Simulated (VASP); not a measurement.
Write the native input for VASP 6.6.1 that does the following.

- Task: single point
- Functional: PBE
- Dispersion: D3(BJ)
- Potentials or basis: VASP PAW PBE potentials, release 64 (C_h, O_h, H_h)
- Cutoff: 1000 eV
- k mesh: 1 × 1 × 1
- Occupations: fermi-dirac, width 0.05 eV
- Spin: no spin polarisation
- Dipole correction: no
- Further INCAR settings: LREAL = Auto; ALGO = Normal; EDIFF = 1e-06; NBANDS = 101

The structure of H12C11O16 lies in POSCAR:

```
H12C11O16
1.0
    9.1481650000      0.0000000000      0.0000000000
    0.0000000000      9.1481650000      0.0000000000
    0.0000000000      0.0000000000      9.1481650000
C O H
11 16 12
Direct
    0.6629089003      0.4464720520      0.6255899407
    0.8186013261      0.9719216914      0.1172584885
    0.4940007094      0.1401592560      0.9779338261
    0.6276012730      0.7477346550      0.3526280954
    0.0690958241      0.5460876580      0.4083223248
    0.1862450010     -0.0163202129      0.1928364869
    0.4265117649      0.1149410838      0.4224016510
    0.9219116621      0.3698446628      1.0442203436
    0.2636485022      0.9757694576      0.7483140061
    0.5036857118      0.5553682077      0.1050811829
    0.0330776719      0.6655542396      0.9509120135
    0.7853596869      0.4584744591      0.6664833877
    0.5459674153      0.4562772971      0.5780284899
    0.8266794488      0.9982111167      0.2410975316
    0.8329648624      0.9663249406     -0.0075643585
    0.5081237603      0.0616407771      1.0807631913
    0.4700177577      0.1884530941      0.8627741192
    0.7459528769      0.7013100441      0.3645539843
    0.5191970193      0.7990236293      0.3288856290
    0.0423363593      0.4376834043      0.3493596803
    0.0956694594      0.6735011885      0.4306000165
    0.1574632727      0.0916795882      0.1095957495
    0.3160633854      0.0968390929      0.4842063955
    0.8176175222      0.4480570694      1.0211884023
    0.3432819587      0.8775421082      0.7872726388
    0.4873764301      0.4197016560      0.1214779139
    0.0956038725      0.6917562156      1.0729911408
    0.0989597367     -0.0369582315      0.2748310727
    0.2911403544     -0.0854269681      0.1851737480
    0.5358560979      0.0853613812      0.4528121213
    0.4417716558      0.2213449364      0.3402321668
    0.9902313743      0.3510102846      0.9500593835
    0.9472938015      0.3528029938      1.1526355285
    0.1471442634      0.9697901164      0.7136622481
    0.3144674369      1.0743247416      0.7018347395
    0.4351583077      0.5969612485      0.0130736601
    0.5535208427      0.6487639871      0.1498333272
   -0.0904225055      0.6789667655      0.9350290468
    0.0885751405      0.5838220015      0.8843850105
```

One way to write it, as run:

INCAR

```
PREC = Accurate ; ENCUT = 1000
EDIFF = 1E-6 ; ISMEAR = -1
SIGMA = 0.05 ; LREAL = Auto
LASPH = True ; NELM = 120
ALGO = Normal ; ISIF = 2
LWAVE = False ; LCHARG = False
GGA = PE ; IVDW = 12
NBANDS = 101 ; GGA_COMPAT = False
```

KPOINTS

```
Automatic mesh
0
Gamma
  1 1 1
```

Potentials or basis: VASP PAW PBE potentials, release 64 (C_h, O_h, H_h).

Launch:

```sh
$ cat potpaw_PBE.64/C_h/POTCAR potpaw_PBE.64/O_h/POTCAR potpaw_PBE.64/H_h/POTCAR > POTCAR
$ mpirun -np 1 vasp_gam > vasp.out
```

It gave:

```json
{"Pressure": "0.5 GPa", "Largest force": "6.443 eV/Å", "Band gap on the k mesh": "2.34 eV", "Dispersion energy per atom": "-0.037 eV"}
```

Caveat: the k points lie up to 0.69 Å⁻¹ apart.

It took 4 min on 1 thread of Intel(R) Xeon(R) Platinum 8559C (Emerald Rapids) (shared host), peak memory 1.5 GiB.
